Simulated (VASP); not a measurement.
# CuF (P6_3/mmc) in VASP: notebook

The runs below take CuF through single point, with PBE, PBE+D3(BJ).

All numbers are computed with VASP 6.6.1; they aren't measurements. Logs are shortened: lines on timing, memory, paths and dates and some standing lists are left out, and cuts for length are marked.

**1. The cell of the first run**

It takes space group P6_3/mmc (No. 194, hexagonal). Conventional cell: a = 2.763 Å, b = 2.763 Å, c = 6.402 Å, α = 90.00°, β = 90.00°, γ = 120.00°. Within 3.0 Å of Cu (site symmetry -3m) lie 6 F at 2.26 Å and 6 Cu at 2.76 Å. F (site symmetry -6m2) has 6 Cu at 2.26 Å and 6 F at 2.76 Å within 3.0 Å.

**2. Single point, PBE**

INCAR

```
PREC = Accurate
ENCUT = 520
EDIFF = 1E-6
ISMEAR = 0
SIGMA = 0.05
LREAL = F
LASPH = T
NELM = 100
ALGO = Normal
ISIF = 2
LWAVE = F
LCHARG = F
GGA = PE
NBANDS = 26
```

KPOINTS

```
regular mesh
0
Gamma
  9 9 4
```

POSCAR

```
CuF
1.0
    2.7625361970      0.0000000000      0.0000000000
   -1.3812680985      2.3924265254      0.0000000000
    0.0000000000      0.0000000000      6.4019833364
Cu F
2 2
Direct
    0.0000000000      0.0000000000      0.0000000000
    0.0000000000      0.0000000000      0.5000000000
    0.3333333333      0.6666666667      0.2500000000
    0.6666666667      0.3333333333      0.7500000000
```

Potentials or basis: VASP PAW PBE potentials, release 64 (Cu, F).

Run with:

```bash
$ cat potpaw_PBE.64/Cu/POTCAR potpaw_PBE.64/F/POTCAR > POTCAR
$ mpirun -np 1 vasp_std > vasp.out
```

OUTCAR:

```text
PREC = Accurate
   ENCUT = 520
   EDIFF = 1E-6
   ISMEAR = 0
   LREAL = F
   LASPH = T
   NELM = 100
   ISIF = 2
   GGA = PE

 ion  position               nearest neighbor table
   1  0.000  0.000  0.000-   3 2.26   4 2.26   3 2.26   4 2.26   4 2.26   3 2.26
   2  0.000  0.000  0.500-   3 2.26   4 2.26   3 2.26   4 2.26   4 2.26   3 2.26
   3  0.333  0.667  0.250-   1 2.26   2 2.26   1 2.26   2 2.26   1 2.26   2 2.26
   4  0.667  0.333  0.750-   1 2.26   2 2.26   1 2.26   2 2.26   1 2.26   2 2.26

  LATTYP: Found a hexagonal cell.
 ALAT       =     2.7625361970
 C/A-ratio  =     2.3174296660

  Lattice vectors:

 A1 = (   2.7625361970,   0.0000000000,   0.0000000000)
 A2 = (  -1.3812680985,   2.3924265254,   0.0000000000)
 A3 = (   0.0000000000,   0.0000000000,   6.4019833364)

Analysis of symmetry for initial positions (statically):
=====================================================================
 Subroutine PRICEL returns:
 Original cell was already a primitive cell.

 Routine SETGRP: Setting up the symmetry group for a
 hexagonal supercell.

 Subroutine GETGRP returns: Found 24 space group operations
 (whereof 12 operations were pure point group operations)
 out of a pool of 24 trial point group operations.

The static configuration has the point symmetry D_3d.
 The point group associated with its full space group is D_6h.

Analysis of symmetry for dynamics (positions and initial velocities):
=====================================================================
 Subroutine PRICEL returns:
 Original cell was already a primitive cell.

 Routine SETGRP: Setting up the symmetry group for a
 hexagonal supercell.

 Subroutine GETGRP returns: Found 24 space group operations
 (whereof 12 operations were pure point group operations)
 out of a pool of 24 trial point group operations.

The dynamic configuration has the point symmetry D_3d.
 The point group associated with its full space group is D_6h.

 Subroutine INISYM returns: Found 24 space group operations
 (whereof 12 operations are pure point group operations),
 and found     1 'primitive' translations

----------------------------------------------------------------------------------------

                                     Primitive cell

  volume of cell :      42.3118

  direct lattice vectors                    reciprocal lattice vectors
     2.762536197  0.000000000  0.000000000     0.361986207  0.208992834  0.000000000
    -1.381268099  2.392426525  0.000000000     0.000000000  0.417985668  0.000000000
     0.000000000  0.000000000  6.401983336     0.000000000  0.000000000  0.156201594

  length of vectors
     2.762536197  2.762536197  6.401983336     0.417985668  0.417985668  0.156201594

  position of ions in fractional coordinates (direct lattice)
     0.000000000  0.000000000  0.000000000
     0.000000000  0.000000000  0.500000000
     0.333333333  0.666666667  0.250000000
     0.666666667  0.333333333  0.750000000

  ion indices of the primitive-cell ions
   primitive index   ion index
                 1           1
                 2           2
                 3           3
                 4           4

----------------------------------------------------------------------------------------

 KPOINTS: regular mesh

Automatic generation of k-mesh.
 Grid dimensions read from file:
 generate k-points for:    9    9    4

 Generating k-lattice:

  Cartesian coordinates                     Fractional coordinates (reciprocal lattice)
     0.040220690  0.023221426  0.000000000     0.111111111  0.000000000  0.000000000
     0.000000000  0.046442852  0.000000000     0.000000000  0.111111111  0.000000000
     0.000000000  0.000000000  0.039050398     0.000000000  0.000000000  0.250000000

  Length of vectors
     0.046442852  0.046442852  0.039050398

  Shift w.r.t. Gamma in fractional coordinates (k-lattice)
     0.000000000  0.000000000  0.000000000

 Subroutine IBZKPT returns following result:
 ===========================================

 Found     36 irreducible k-points:

 Following reciprocal coordinates:
            Coordinates               Weight
  0.000000  0.000000  0.000000      1.000000
  0.111111  0.000000  0.000000      6.000000
  0.222222  0.000000  0.000000      6.000000
  0.333333  0.000000  0.000000      6.000000
  0.444444  0.000000  0.000000      6.000000
  0.111111  0.111111  0.000000      6.000000
[... 16 lines left out ...]
  0.333333  0.222222  0.250000     24.000000
  0.333333  0.333333  0.250000      4.000000
 [... further k-points ...]
   k-points           NKPTS =     36   k-points in BZ     NKDIM =     36   number of bands    NBANDS=     26
   number of dos      NEDOS =    301   number of ions     NIONS =      4
   total plane-waves  NPLWV =  27648
   dimension x,y,z NGX =    24 NGY =   24 NGZ =   48
   dimension x,y,z NGXF=    48 NGYF=   48 NGZF=   96
   ions per type =               2   2
   NGX,Y,Z   is equivalent  to a cutoff of  14.44, 14.44, 12.46 a.u.
   NGXF,Y,Z  is equivalent  to a cutoff of  28.89, 28.89, 24.93 a.u.
 SYSTEM =  unknown system
   PREC   = accura    normal or accurate (medium, high low for compatibility)
   ISTART =      0    job   : 0-new  1-cont  2-samecut
   ICHARG =      2    charge: 1-file 2-atom 10-const
   ISPIN  =      1    spin polarized calculation?
   LNONCOLLINEAR =      F non collinear calculations
   LSORBIT =      F    spin-orbit coupling
   LASPH  =      T    aspherical Exc in radial PAW
   ENCUT  =  520.0 eV  38.22 Ry    6.18 a.u.   5.14  5.14 11.90*2*pi/ulx,y,z
   NELM   =    100;   NELMIN=  2; NELMDL= -5     # of ELM steps
   EDIFF  = 0.1E-05   stopping-criterion for ELM
   LREAL  =      F    real-space projection
   EDIFFG = 0.1E-04   stopping-criterion for IOM
   NSW    =      0    number of steps for IOM
   IBRION =     -1    ionic relax: 0-MD 1-quasi-New 2-CG
   NFREE  =      0    steps in history (QN), initial steepest desc. (CG)
   ISIF   =      2    stress and relaxation
   ISYM   =      2    0-nonsym 1-usesym 2-fastsym
   POTIM  = 0.5000    time-step for ionic-motion
   TEBEG  =    0.0;   TEEND  =   0.0 temperature during run
   PSTRESS=    0.0 pullay stress
   NELECT =      36.0000    total number of electrons
   NUPDOWN=      -1.0000    fix difference up-down
   EMIN   =  10.00;   EMAX   =-10.00  energy-range for DOS
   EFERMI =   0.00;   METHOD = LEGACY
   ISMEAR =     0;   SIGMA  =   0.05  broadening in eV -4-tet -1-fermi 0-gaus
   EFERMI_NEDOS =   21; number of points for ismear=-14 and -15
   IALGO  =     38    algorithm
   IMIX   =      4    mixing-type and parameters
     AMIX     =   0.40;   BMIX     =  1.00
     AMIX_MAG =   1.60;   BMIX_MAG =  1.00
  volume/ion in A,a.u.               =      10.58        71.38
  Fermi-wavevector in a.u.,A,eV,Ry     =   1.551274  2.931484 32.741770  2.406452
  Thomas-Fermi vector in A             =   2.655817
   LORBIT       =      0    0 simple, 1 ext, 2 COOP (PROOUT), +10 PAW based schemes
   GGA     = PE    functional components
   LHFCALC =     F    Hartree Fock is set to
   AEXX    =    0.0000 exact exchange contribution
   IVDW    =     0    specifies the selected vdW correction
   LEPSILON=     F    determine dielectric tensor
   LRPA    =     F    only Hartree local field effects (RPA)
 non-spin polarized calculation
 Gauss-broadening in eV      SIGMA  =   0.05
  energy-cutoff  :      520.00
  volume of cell :       42.31
 maximum number of plane-waves:      1152
 NGX is ok and might be reduce to    24
   NGX = 11   NGY = 11   NGZ = 23

 number of electron      35.9999993 magnetization

 Free energy of the ion-electron system (eV)
  ---------------------------------------------------
  ext. energy  EPLUGINS =         0.00000000
  ---------------------------------------------------
  free energy    TOTEN  =       -14.24656521 eV

  energy without entropy =      -14.24359598  energy(sigma->0) =      -14.24508060

 E-fermi :   4.8309     XC(G=0): -11.6411

 val. band max:        4.8258569443   @ k =   0.3333   0.3333   0.5000
 cond. band min:       4.9101630405   @ k =   0.1111   0.0000   0.2500
 fundamental gap:      0.0843060963
 Fermi energy:         4.8309336073

 k-point     1 :       0.0000    0.0000    0.0000
  band No.  band energies     occupation
      1     -19.4511      2.00000
      2     -19.2780      2.00000
      3      -3.5332      2.00000
      4      -1.0569      2.00000
      5       0.3713      2.00000
      6       0.3713      2.00000
[... 18 lines left out ...]
     25      23.7619      0.00000
     26      25.7408      0.00000

 k-point     2 :       0.1111    0.0000    0.0000
  band No.  band energies     occupation
      1     -19.3818      2.00000
      2     -19.2239      2.00000
      3      -3.3299      2.00000
      4      -1.0856      2.00000
      5       0.0614      2.00000
      6       0.1382      2.00000
[... 18 lines left out ...]
     25      23.3738      0.00000
     26      23.6128      0.00000

 k-point     3 :       0.2222    0.0000    0.0000
  band No.  band energies     occupation
      1     -19.2015      2.00000
      2     -19.0843      2.00000
      3      -2.7843      2.00000
      4      -1.1561      2.00000
      5      -0.9677      2.00000
      6      -0.6575      2.00000
[... 18 lines left out ...]
     25      20.2273      0.00000
     26      21.5553      0.00000

 k-point     4 :       0.3333    0.0000    0.0000
  band No.  band energies     occupation
      1     -18.9859      2.00000
      2     -18.9206      2.00000
      3      -2.0991      2.00000
      4      -1.9274      2.00000
      5      -1.4106      2.00000
      6      -1.2318      2.00000
[... 18 lines left out ...]
     25      19.3762      0.00000
     26      20.6349      0.00000
[... 496 lines left out ...]
      1     -18.8840      2.00000
      2     -18.8531      2.00000
      3      -1.9317      2.00000
      4      -1.8588      2.00000
      5      -1.3536      2.00000
      6      -1.2487      2.00000
[... 18 lines left out ...]
     25      16.2114      0.00000
     26      18.9643      0.00000

 k-point    23 :       0.3333    0.2222    0.2500
  band No.  band energies     occupation
      1     -18.7737      2.00000
      2     -18.7654      2.00000
      3      -2.0319      2.00000
      4      -1.7301      2.00000
      5      -1.3454      2.00000
      6      -1.2856      2.00000
[... 18 lines left out ...]
     25      16.4587      0.00000
     26      18.9722      0.00000

 k-point    24 :       0.3333    0.3333    0.2500
  band No.  band energies     occupation
      1     -18.7352      2.00000
      2     -18.7352      2.00000
      3      -1.6373      2.00000
      4      -1.4318      2.00000
      5      -1.4318      2.00000
      6      -1.2685      2.00000
[... 18 lines left out ...]
     25      16.7507      0.00000
     26      19.1024      0.00000

 [... further k-points ...]

------------------------ aborting loop because EDIFF is reached ----------------------------------------

  FORCE on cell =-STRESS in cart. coord.  units (eV):
  Direction    XX          YY          ZZ          XY          YZ          ZX
  --------------------------------------------------------------------------------------
  -------------------------------------------------------------------------------------
  Total        1.3830131      1.3830131      2.1546809      0.0000000      0.0000000      0.0000000
  in kB       52.3691766     52.3691766     81.5891524      0.0000000      0.0000000      0.0000000
  external PRESSURE =      62.1091685 kB  Pullay stress =       0.0000000 kB

 VOLUME and BASIS-vectors are now :
 -----------------------------------------------------------------------------
  energy-cutoff  :      520.00
  volume of cell :       42.31
      direct lattice vectors                 reciprocal lattice vectors
     2.762536197  0.000000000  0.000000000     0.361986207  0.208992834  0.000000000
    -1.381268099  2.392426525  0.000000000     0.000000000  0.417985668  0.000000000
     0.000000000  0.000000000  6.401983336     0.000000000  0.000000000  0.156201594

 POSITION                                       TOTAL-FORCE (eV/Angst)
 -----------------------------------------------------------------------------------
      0.00000      0.00000      0.00000        -0.000000      0.000000     -0.000000
      0.00000      0.00000      3.20099        -0.000000      0.000000     -0.000000
     -0.00000      1.59495      1.60050        -0.000000      0.000000     -0.000000
      1.38127      0.79748      4.80149         0.000000     -0.000000      0.000000
 -----------------------------------------------------------------------------------
    total drift:                               -0.000000      0.000000      0.000000

  FREE ENERGIE OF THE ION-ELECTRON SYSTEM (eV)
  ---------------------------------------------------
  free  energy   TOTEN  =       -14.2465652126 eV

  energy  without entropy=      -14.2435959783  energy(sigma->0) =      -14.24508060
```

Run time: 92 s. Hardware: 1 thread of AMD EPYC 7R13, shared host; peak memory 0.15 GiB.

Results:

| Property | Result |
| --- | --- |
| Free energy | -14.2466 eV |
| Pressure | 6.2 GPa |
| Band gap on the k mesh | zero (band 18 reaches 4.83 eV, above the bottom of band 19 at 4.41 eV) |

Levels at points of the mesh, in eV from the Fermi level:
```tsv
k point	band 14	band 15	band 16	band 17	band 18	band 19	band 20	band 21	band 22	band 23
(0.00, 0.00, 0.00)	-1.17	-0.78	-0.66	-0.66	-0.37	-0.37	3.26	5.37	12.83	14.19
(0.00, 0.00, 0.50)	-1.23	-0.54	-0.54	-0.54	-0.54	0.60	0.60	8.63	8.63	19.11
```

Caveat: semilocal functionals often make such compounds metallic where correlation or magnetic order opens a gap, which also shifts bond lengths. With open d or f shells a metallic result of PBE can be an artefact of self-interaction; +U or a hybrid may open a gap.

**3. Single point, PBE+D3(BJ)**

INCAR

```
  PREC = Accurate
  ENCUT = 520
  EDIFF = 1E-7
  ISMEAR = -1
  SIGMA = 0.02
  LREAL = False
  LASPH = True
  NELM = 60
  ALGO = Normal
  ISIF = 2
  LWAVE = False
  LCHARG = True
  GGA = PE
  IVDW = 12
  LELF = True
  LVHAR = True
  NBANDS = 26
```

KPOINTS

```
Automatic mesh
0
Gamma
  9 9 4
```

POSCAR is that of step 2.

Potentials or basis: VASP PAW PBE potentials, release 64 (Cu, F).

Run with:

```bash
$ cat potpaw_PBE.64/Cu/POTCAR potpaw_PBE.64/F/POTCAR > POTCAR
$ mpirun -np 1 vasp_std > vasp.out
```

It took 96 s on 1 thread of AMD EPYC 7R13, shared host; peak memory 0.17 GiB.

The run converged. Its results:

```
Free energy                : -15.2410 eV
Pressure                   : 2.3 GPa
Band gap on the k mesh     : zero (band 18 reaches 4.83 eV, above the bottom of band 19 at 4.41 eV)
Dispersion energy per atom : -0.249 eV
```

Stress tensor (GPa, compression positive):
```
1.36 0.00 0.00
0.00 1.36 0.00
0.00 0.00 4.32
```

Levels at points of the mesh, in eV from the Fermi level:
| k point | band 16 | band 17 | band 18 | band 19 | band 20 | band 21 |
| --- | --- | --- | --- | --- | --- | --- |
| (0.00, 0.00, 0.00) | -0.66 | -0.66 | -0.37 | -0.37 | 3.26 | 5.37 |
| (0.00, 0.00, 0.50) | -0.54 | -0.54 | -0.54 | 0.60 | 0.60 | 8.63 |

Caveat: semilocal functionals often make such compounds metallic where correlation or magnetic order opens a gap, which also shifts bond lengths; pairwise dispersion overbinds metals, which lowers pressure and volume. With open d or f shells a metallic result of PBE can be an artefact of self-interaction; +U or a hybrid may open a gap.

(Part 1 of 2 ends here.)
